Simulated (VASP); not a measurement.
# TiO2 (I4_1/amd) in VASP: a series of runs

The runs below take TiO2 through single point, with PBE.

Everything below comes from runs of VASP 6.6.1. Logs are shortened: lines on timing, memory, paths and dates and some standing lists are left out, and cuts for length are marked.

## Step 1: The cell of the first run

It takes space group I4_1/amd (No. 141, tetragonal). The conventional cell has a = 3.691 Å, b = 3.691 Å, c = 7.943 Å, α = 90.00°, β = 90.00°, γ = 90.00°. Within 2.5 Å of Ti (site symmetry -4m2) lie 6 O at 1.85 to 1.89 Å. O (site symmetry 2mm) has 3 Ti at 1.85 to 1.89 Å and 12 O at 2.57 to 2.86 Å within 2.9 Å.

## Step 2: Single point, PBE

Contents of INCAR:

```
SYSTEM = TiO2
  PREC = Accurate
  ENCUT = 520
  EDIFF = 1E-6
  ISMEAR = 0
  SIGMA = 0.02
  LREAL = .FALSE.
  LASPH = .TRUE.
  NELM = 80
  ALGO = Normal
  ISIF = 2
  LWAVE = .FALSE.
  LCHARG = .FALSE.
  GGA = PE
  NBANDS = 33
```

Contents of KPOINTS:

```
Automatic mesh
0
G
  10 10 10
  0 0 0
```

Contents of POSCAR:

```
TiO2
1.0
   -1.8452824975      1.8452824975      3.9714126578
    1.8452824975     -1.8452824975      3.9714126578
    1.8452824975      1.8452824975     -3.9714126578
Ti O
2 4
Direct
    0.0000000000      0.0000000000      0.0000000000
    0.7500000000      0.2500000000      0.5000000000
    0.9874067270      0.4874067270      0.5000000000
    0.2374067270      0.2374067270      0.0000000000
    0.5125932730      0.0125932730      0.5000000000
    0.7625932730      0.7625932730      0.0000000000
```

Potentials or basis: VASP PAW PBE potentials, release 64 (Ti_sv, O).

Launch:

```bash
$ cat potpaw_PBE.64/Ti_sv/POTCAR potpaw_PBE.64/O/POTCAR > POTCAR
$ mpirun -np 1 vasp_std > vasp.out
```

OUTCAR:

```text
SYSTEM = TiO2
   PREC = Accurate
   ENCUT = 520
   EDIFF = 1E-6
   ISMEAR = 0
   LREAL = .FALSE.
   LASPH = .TRUE.
   NELM = 80
   ISIF = 2
   GGA = PE

 ion  position               nearest neighbor table
   1  0.000  0.000  0.000-   5 1.85   3 1.85   5 1.85   3 1.85   4 1.89   6 1.89   2 2.71   2 2.71
                             2 2.71   2 2.71
   2  0.750  0.250  0.500-   6 1.85   4 1.85   6 1.85   4 1.85   3 1.89   5 1.89   1 2.71   1 2.71
                             1 2.71   1 2.71
   3  0.987  0.487  0.500-   1 1.85   1 1.85   2 1.89
   4  0.237  0.237  0.000-   2 1.85   2 1.85   1 1.89
   5  0.513  0.013  0.500-   1 1.85   1 1.85   2 1.89
   6  0.763  0.763  0.000-   2 1.85   2 1.85   1 1.89

  LATTYP: Found a body centered tetragonal cell.
 ALAT       =     3.6905649950
 C/A-ratio  =     2.1521976517

  Lattice vectors:

 A1 = (  -1.8452824975,   1.8452824975,   3.9714126578)
 A2 = (   1.8452824975,  -1.8452824975,   3.9714126578)
 A3 = (   1.8452824975,   1.8452824975,  -3.9714126578)

Analysis of symmetry for initial positions (statically):
=====================================================================
 Subroutine PRICEL returns:
 Original cell was already a primitive cell.

 Routine SETGRP: Setting up the symmetry group for a
 body centered tetragonal supercell.

 Subroutine GETGRP returns: Found 16 space group operations
 (whereof  8 operations were pure point group operations)
 out of a pool of 16 trial point group operations.

The static configuration has the point symmetry D_2d.
 The point group associated with its full space group is D_4h.

Analysis of symmetry for dynamics (positions and initial velocities):
=====================================================================
 Subroutine PRICEL returns:
 Original cell was already a primitive cell.

 Routine SETGRP: Setting up the symmetry group for a
 body centered tetragonal supercell.

 Subroutine GETGRP returns: Found 16 space group operations
 (whereof  8 operations were pure point group operations)
 out of a pool of 16 trial point group operations.

The dynamic configuration has the point symmetry D_2d.
 The point group associated with its full space group is D_4h.

 Subroutine INISYM returns: Found 16 space group operations
 (whereof  8 operations are pure point group operations),
 and found     1 'primitive' translations

----------------------------------------------------------------------------------------

                                     Primitive cell

  volume of cell :      54.0917

  direct lattice vectors                    reciprocal lattice vectors
    -1.845282497  1.845282497  3.971412658     0.000000000  0.270961222  0.125899785
     1.845282497 -1.845282497  3.971412658     0.270961222  0.000000000  0.125899785
     1.845282497  1.845282497 -3.971412658     0.270961222  0.270961222  0.000000000

  length of vectors
     4.752078860  4.752078860  4.752078860     0.298782094  0.298782094  0.383197035

  position of ions in fractional coordinates (direct lattice)
     0.000000000  0.000000000  0.000000000
     0.750000000  0.250000000  0.500000000
     0.987406727  0.487406727  0.500000000
     0.237406727  0.237406727  0.000000000
     0.512593273  0.012593273  0.500000000
     0.762593273  0.762593273  0.000000000

  ion indices of the primitive-cell ions
   primitive index   ion index
                 1           1
                 2           2
                 3           3
                 4           4
                 5           5
                 6           6

----------------------------------------------------------------------------------------

 KPOINTS: Automatic mesh

Automatic generation of k-mesh.
 Grid dimensions read from file:
 generate k-points for:   10   10   10

 Generating k-lattice:

  Cartesian coordinates                     Fractional coordinates (reciprocal lattice)
     0.000000000  0.027096122  0.012589979     0.100000000  0.000000000 -0.000000000
     0.027096122  0.000000000  0.012589979     0.000000000  0.100000000 -0.000000000
     0.027096122  0.027096122  0.000000000     0.000000000  0.000000000  0.100000000

  Length of vectors
     0.029878209  0.029878209  0.038319703

  Shift w.r.t. Gamma in fractional coordinates (k-lattice)
     0.000000000  0.000000000  0.000000000

 Subroutine IBZKPT returns following result:
 ===========================================

 Found    102 irreducible k-points:

 Following reciprocal coordinates:
            Coordinates               Weight
  0.000000  0.000000  0.000000      1.000000
  0.100000  0.000000  0.000000      8.000000
  0.200000  0.000000  0.000000      8.000000
  0.300000 -0.000000  0.000000      8.000000
  0.400000  0.000000  0.000000      8.000000
  0.500000  0.000000  0.000000      4.000000
[... 16 lines left out ...]
  0.300000  0.300000  0.000000      8.000000
  0.400000  0.300000  0.000000     16.000000
 [... further k-points ...]
   k-points           NKPTS =    102   k-points in BZ     NKDIM =    102   number of bands    NBANDS=     33
   number of dos      NEDOS =    301   number of ions     NIONS =      6
   total plane-waves  NPLWV =  46656
   dimension x,y,z NGX =    36 NGY =   36 NGZ =   36
   dimension x,y,z NGXF=    72 NGYF=   72 NGZF=   72
   ions per type =               2   4
   NGX,Y,Z   is equivalent  to a cutoff of  12.59, 12.59, 12.59 a.u.
   NGXF,Y,Z  is equivalent  to a cutoff of  25.19, 25.19, 25.19 a.u.
 SYSTEM =  TiO2
   PREC   = accura    normal or accurate (medium, high low for compatibility)
   ISTART =      0    job   : 0-new  1-cont  2-samecut
   ICHARG =      2    charge: 1-file 2-atom 10-const
   ISPIN  =      1    spin polarized calculation?
   LNONCOLLINEAR =      F non collinear calculations
   LSORBIT =      F    spin-orbit coupling
   LASPH  =      T    aspherical Exc in radial PAW
   ENCUT  =  520.0 eV  38.22 Ry    6.18 a.u.   8.84  8.84  8.84*2*pi/ulx,y,z
   NELM   =     80;   NELMIN=  2; NELMDL= -5     # of ELM steps
   EDIFF  = 0.1E-05   stopping-criterion for ELM
   LREAL  =      F    real-space projection
   EDIFFG = 0.1E-04   stopping-criterion for IOM
   NSW    =      0    number of steps for IOM
   IBRION =     -1    ionic relax: 0-MD 1-quasi-New 2-CG
   NFREE  =      0    steps in history (QN), initial steepest desc. (CG)
   ISIF   =      2    stress and relaxation
   ISYM   =      2    0-nonsym 1-usesym 2-fastsym
   POTIM  = 0.5000    time-step for ionic-motion
   TEBEG  =    0.0;   TEEND  =   0.0 temperature during run
   PSTRESS=    0.0 pullay stress
   NELECT =      48.0000    total number of electrons
   NUPDOWN=      -1.0000    fix difference up-down
   EMIN   =  10.00;   EMAX   =-10.00  energy-range for DOS
   EFERMI =   0.00;   METHOD = LEGACY
   ISMEAR =     0;   SIGMA  =   0.02  broadening in eV -4-tet -1-fermi 0-gaus
   EFERMI_NEDOS =   21; number of points for ismear=-14 and -15
   IALGO  =     38    algorithm
   IMIX   =      4    mixing-type and parameters
     AMIX     =   0.40;   BMIX     =  1.00
     AMIX_MAG =   1.60;   BMIX_MAG =  1.00
  volume/ion in A,a.u.               =       9.02        60.84
  Fermi-wavevector in a.u.,A,eV,Ry     =   1.573180  2.972879 33.672982  2.474894
  Thomas-Fermi vector in A             =   2.674503
   LORBIT       =      0    0 simple, 1 ext, 2 COOP (PROOUT), +10 PAW based schemes
   GGA     = PE    functional components
   LHFCALC =     F    Hartree Fock is set to
   AEXX    =    0.0000 exact exchange contribution
   IVDW    =     0    specifies the selected vdW correction
   LEPSILON=     F    determine dielectric tensor
   LRPA    =     F    only Hartree local field effects (RPA)
 non-spin polarized calculation
 Gauss-broadening in eV      SIGMA  =   0.02
  energy-cutoff  :      520.00
  volume of cell :       54.09
 maximum number of plane-waves:      1474
   NGX = 17   NGY = 17   NGZ = 17

 number of electron      48.0000000 magnetization

 Free energy of the ion-electron system (eV)
  ---------------------------------------------------
  ext. energy  EPLUGINS =         0.00000000
  ---------------------------------------------------
  free energy    TOTEN  =       -51.24728634 eV

  energy without entropy =      -51.24728634  energy(sigma->0) =      -51.24728634

 E-fermi :   6.2730     XC(G=0): -12.1394

 val. band max:        6.0518706825   @ k =   0.5000   0.5000   0.0000
 cond. band min:       7.5924593403   @ k =   0.0000   0.0000   0.0000
 fundamental gap:      1.5405886578
 Fermi energy:         6.2730100483

 k-point     1 :       0.0000    0.0000    0.0000
  band No.  band energies     occupation
      1     -50.1114      2.00000
      2     -49.8907      2.00000
      3     -26.8653      2.00000
      4     -26.4914      2.00000
      5     -26.4914      2.00000
      6     -26.2563      2.00000
[... 25 lines left out ...]
     32      11.7955      0.00000
     33      12.0126      0.00000

 k-point     2 :       0.1000    0.0000    0.0000
  band No.  band energies     occupation
      1     -50.1071      2.00000
      2     -49.8944      2.00000
      3     -26.8654      2.00000
      4     -26.5198      2.00000
      5     -26.4951      2.00000
      6     -26.2616      2.00000
[... 25 lines left out ...]
     32      12.0543      0.00000
     33      12.2021      0.00000

 k-point     3 :       0.2000    0.0000    0.0000
  band No.  band energies     occupation
      1     -50.0949      2.00000
      2     -49.9050      2.00000
      3     -26.8674      2.00000
      4     -26.5890      2.00000
      5     -26.5041      2.00000
      6     -26.2712      2.00000
[... 25 lines left out ...]
     32      12.4484      0.00000
     33      12.8600      0.00000

 k-point     4 :       0.3000   -0.0000    0.0000
  band No.  band energies     occupation
      1     -50.0776      2.00000
      2     -49.9203      2.00000
      3     -26.8731      2.00000
      4     -26.6688      2.00000
      5     -26.5142      2.00000
      6     -26.2726      2.00000
[... 673 lines left out ...]
     32      13.1507      0.00000
     33      13.5149      0.00000

 k-point    23 :       0.3000    0.3000    0.0000
  band No.  band energies     occupation
      1     -50.0348      2.00000
      2     -49.9587      2.00000
      3     -26.8584      2.00000
      4     -26.8018      2.00000
      5     -26.5500      2.00000
      6     -26.3943      2.00000
[... 25 lines left out ...]
     32      13.7072      0.00000
     33      14.6273      0.00000

 k-point    24 :       0.4000    0.3000    0.0000
  band No.  band energies     occupation
      1     -50.0221      2.00000
      2     -49.9696      2.00000
      3     -26.8841      2.00000
      4     -26.8354      2.00000
      5     -26.5446      2.00000
      6     -26.4312      2.00000
[... 25 lines left out ...]
     32      13.8523      0.00000
     33      15.1657      0.00000

 [... further k-points ...]
[... 5 lines left out ...]
  --------------------------------------------------------------------------------------
  -------------------------------------------------------------------------------------
  Total       20.5177369     20.5177369     20.5895145      0.0000000     -0.0000000      0.0000000
  in kB      607.7280854    607.7280854    609.8541124      0.0000000     -0.0000000      0.0000000
  external PRESSURE =     608.4367610 kB  Pullay stress =       0.0000000 kB

 VOLUME and BASIS-vectors are now :
 -----------------------------------------------------------------------------
  energy-cutoff  :      520.00
  volume of cell :       54.09
      direct lattice vectors                 reciprocal lattice vectors
    -1.845282497  1.845282497  3.971412658     0.000000000  0.270961222  0.125899785
     1.845282497 -1.845282497  3.971412658     0.270961222  0.000000000  0.125899785
     1.845282497  1.845282497 -3.971412658     0.270961222  0.270961222  0.000000000

 POSITION                                       TOTAL-FORCE (eV/Angst)
 -----------------------------------------------------------------------------------
      0.00000      0.00000      0.00000         0.000000      0.000000     -0.000000
     -0.00000      1.84528      1.98571         0.000000      0.000000     -0.000000
     -0.00000      1.84528      3.87139         0.000000     -0.000000      0.053928
      0.00000      0.00000      1.88568        -0.000000      0.000000      0.053928
      0.00000      1.84528      0.10003         0.000000     -0.000000     -0.053928
      0.00000      0.00000      6.05715        -0.000000      0.000000     -0.053928
 -----------------------------------------------------------------------------------
    total drift:                                0.000000      0.000000     -0.000000

  FREE ENERGIE OF THE ION-ELECTRON SYSTEM (eV)
  ---------------------------------------------------
  free  energy   TOTEN  =       -51.2472863354 eV

  energy  without entropy=      -51.2472863354  energy(sigma->0) =      -51.24728634
```

Wall time 2.9 min (1 thread of Intel Xeon Platinum 8559C (Emerald Rapids), shared host); peak memory 0.29 GiB.

Results:

```yaml
Free_energy: -51.2473 eV
Pressure: 60.8 GPa
Largest_force: 0.054 eV/Å
Band_gap_on_the_k_mesh: 1.54 eV (least direct gap 2.04 eV)
```

Forces in eV/Å, atoms in the order of the input:
```
Ti   0.000  0.000  0.000
Ti   0.000  0.000  0.000
O    0.000  0.000  0.054
O    0.000  0.000  0.054
O    0.000  0.000 -0.054
O    0.000  0.000 -0.054
```

Caveat: the cell stands under pressure.

## Step 3: Single point, PBE

Contents of INCAR:

```
PREC = Accurate
ENCUT = 520
EDIFF = 1E-6
ISMEAR = 0
SIGMA = 0.02
LREAL = False
LASPH = True
NELM = 100
ALGO = Normal
ISIF = 2
LWAVE = False
LCHARG = False
GGA = PE
NBANDS = 33
```

Contents of KPOINTS:

```
Automatic mesh
0
Gamma
  10 10 10
```

POSCAR is that of step 2.

Potentials or basis: VASP PAW PBE potentials, release 64 (Ti_sv, O).

Launch:

```bash
$ cat potpaw_PBE.64/Ti_sv/POTCAR potpaw_PBE.64/O/POTCAR > POTCAR
$ mpirun -np 1 vasp_std > vasp.out
```

OUTCAR:

```text
PREC = Accurate
   ENCUT = 520
   EDIFF = 1E-6
   ISMEAR = 0
   LREAL = False
   LASPH = True
   NELM = 100
   ISIF = 2
   GGA = PE

 ion  position               nearest neighbor table
   1  0.000  0.000  0.000-   5 1.85   3 1.85   5 1.85   3 1.85   4 1.89   6 1.89   2 2.71   2 2.71
                             2 2.71   2 2.71
   2  0.750  0.250  0.500-   6 1.85   4 1.85   6 1.85   4 1.85   3 1.89   5 1.89   1 2.71   1 2.71
                             1 2.71   1 2.71
   3  0.987  0.487  0.500-   1 1.85   1 1.85   2 1.89
   4  0.237  0.237  0.000-   2 1.85   2 1.85   1 1.89
   5  0.513  0.013  0.500-   1 1.85   1 1.85   2 1.89
   6  0.763  0.763  0.000-   2 1.85   2 1.85   1 1.89

  LATTYP: Found a body centered tetragonal cell.
 ALAT       =     3.6905649950
 C/A-ratio  =     2.1521976517

  Lattice vectors:

 A1 = (  -1.8452824975,   1.8452824975,   3.9714126578)
 A2 = (   1.8452824975,  -1.8452824975,   3.9714126578)
 A3 = (   1.8452824975,   1.8452824975,  -3.9714126578)

Analysis of symmetry for initial positions (statically):
=====================================================================
 Subroutine PRICEL returns:
 Original cell was already a primitive cell.
[... 177 lines left out ...]

  energy without entropy =      -51.24728634  energy(sigma->0) =      -51.24728634

 E-fermi :   6.2730     XC(G=0): -12.1394

 val. band max:        6.0518706825   @ k =   0.5000   0.5000   0.0000
 cond. band min:       7.5924593403   @ k =   0.0000   0.0000   0.0000
 fundamental gap:      1.5405886578
 Fermi energy:         6.2730100483

 k-point     1 :       0.0000    0.0000    0.0000
  band No.  band energies     occupation
      1     -50.1114      2.00000
      2     -49.8907      2.00000
      3     -26.8653      2.00000
      4     -26.4914      2.00000
      5     -26.4914      2.00000
      6     -26.2563      2.00000
[... 853 lines left out ...]
     32      13.8523      0.00000
     33      15.1657      0.00000

 [... further k-points ...]
[... 5 lines left out ...]
  --------------------------------------------------------------------------------------
  -------------------------------------------------------------------------------------
  Total       20.5177369     20.5177369     20.5895145      0.0000000     -0.0000000      0.0000000
  in kB      607.7280854    607.7280854    609.8541124      0.0000000     -0.0000000      0.0000000
  external PRESSURE =     608.4367610 kB  Pullay stress =       0.0000000 kB

 VOLUME and BASIS-vectors are now :
 -----------------------------------------------------------------------------
  energy-cutoff  :      520.00
  volume of cell :       54.09
      direct lattice vectors                 reciprocal lattice vectors
    -1.845282497  1.845282497  3.971412658     0.000000000  0.270961222  0.125899785
     1.845282497 -1.845282497  3.971412658     0.270961222  0.000000000  0.125899785
     1.845282497  1.845282497 -3.971412658     0.270961222  0.270961222  0.000000000

 POSITION                                       TOTAL-FORCE (eV/Angst)
 -----------------------------------------------------------------------------------
      0.00000      0.00000      0.00000         0.000000      0.000000     -0.000000
     -0.00000      1.84528      1.98571         0.000000      0.000000     -0.000000
     -0.00000      1.84528      3.87139         0.000000     -0.000000      0.053928
      0.00000      0.00000      1.88568        -0.000000      0.000000      0.053928
      0.00000      1.84528      0.10003         0.000000     -0.000000     -0.053928
      0.00000      0.00000      6.05715        -0.000000      0.000000     -0.053928
 -----------------------------------------------------------------------------------
    total drift:                                0.000000      0.000000     -0.000000

  FREE ENERGIE OF THE ION-ELECTRON SYSTEM (eV)
  ---------------------------------------------------
  free  energy   TOTEN  =       -51.2472863354 eV

  energy  without entropy=      -51.2472863354  energy(sigma->0) =      -51.24728634
```

OSZICAR:

```text
N       E                     dE             d eps       ncg     rms          rms(c)
DAV:   1     0.673709764002E+03    0.67371E+03   -0.24386E+04  6732   0.178E+03
DAV:   2     0.302400885315E+02   -0.64347E+03   -0.59473E+03  7315   0.530E+02
DAV:   3    -0.610207888013E+02   -0.91261E+02   -0.88703E+02  9050   0.193E+02
DAV:   4    -0.660453785642E+02   -0.50246E+01   -0.50155E+01  9643   0.423E+01
DAV:   5    -0.661874127348E+02   -0.14203E+00   -0.14202E+00  8776   0.636E+00    0.393E+01
DAV:   6    -0.512792069483E+02    0.14908E+02   -0.58910E+01  8933   0.932E+01    0.115E+01
DAV:   7    -0.512944350293E+02   -0.15228E-01   -0.10999E+01  8127   0.323E+01    0.132E+01
DAV:   8    -0.512004281055E+02    0.94007E-01   -0.72790E-01  9313   0.103E+01    0.476E+00
DAV:   9    -0.512652325547E+02   -0.64804E-01   -0.31177E-01  9090   0.397E+00    0.207E+00
DAV:  10    -0.512473838052E+02    0.17849E-01   -0.74596E-02  7653   0.369E+00    0.130E-01
DAV:  11    -0.512474804851E+02   -0.96680E-04   -0.44326E-03  8362   0.511E-01    0.862E-02
DAV:  12    -0.512472959839E+02    0.18450E-03   -0.45028E-04  8743   0.183E-01    0.530E-02
DAV:  13    -0.512472859861E+02    0.99978E-05   -0.12397E-04  7795   0.154E-01    0.221E-02
DAV:  14    -0.512472860976E+02   -0.11143E-06   -0.19252E-05  8946   0.430E-02    0.716E-03
DAV:  15    -0.512472863354E+02   -0.23783E-06   -0.19426E-06  6180   0.195E-02
   1 F= -.51247286E+02 E0= -.51247286E+02  d E =-.362185E-57
```

Wall time 2.8 min (1 thread of Intel Xeon Platinum 8559C (Emerald Rapids), shared host); peak memory 0.29 GiB.

Results:

| Item | Value |
| --- | --- |
| Free energy | -51.2473 eV |
| Pressure | 60.8 GPa |
| Largest force | 0.054 eV/Å |
| Band gap on the k mesh | 1.54 eV (least direct gap 2.04 eV) |

Forces on the atoms (eV/Å):
```
Ti   0.000  0.000  0.000
Ti   0.000  0.000  0.000
O    0.000  0.000  0.054
O    0.000  0.000  0.054
O    0.000  0.000 -0.054
O    0.000  0.000 -0.054
```

Stress tensor (GPa, compression positive):
```
60.77  0.00  0.00
 0.00 60.77  0.00
 0.00  0.00 60.99
```

Levels at points of the mesh, in eV from the valence-band top:
```
           k point  band 20  band 21  band 22  band 23  band 24  band 25  band 26  band 27  band 28  band 29
(0.00, 0.00, 0.00)    -1.17    -1.17    -0.54    -0.50    -0.50     1.54     2.95     2.95     3.27     4.09
(0.50, 0.00, 0.00)    -2.82    -2.70    -1.32    -1.17    -0.68     2.57     3.79     4.20     4.61     4.68
(0.50, 0.50, 0.00)    -3.11    -2.97    -2.97     0.00     0.00     4.41     4.41     4.68     4.68     5.45
(0.50, 0.50, 0.50)    -1.61    -1.52    -1.52    -0.88    -0.88     2.35     2.35     2.39     2.39     4.65
```

Caveat: the cell stands under pressure.

(Continued in part 2 of 2.)
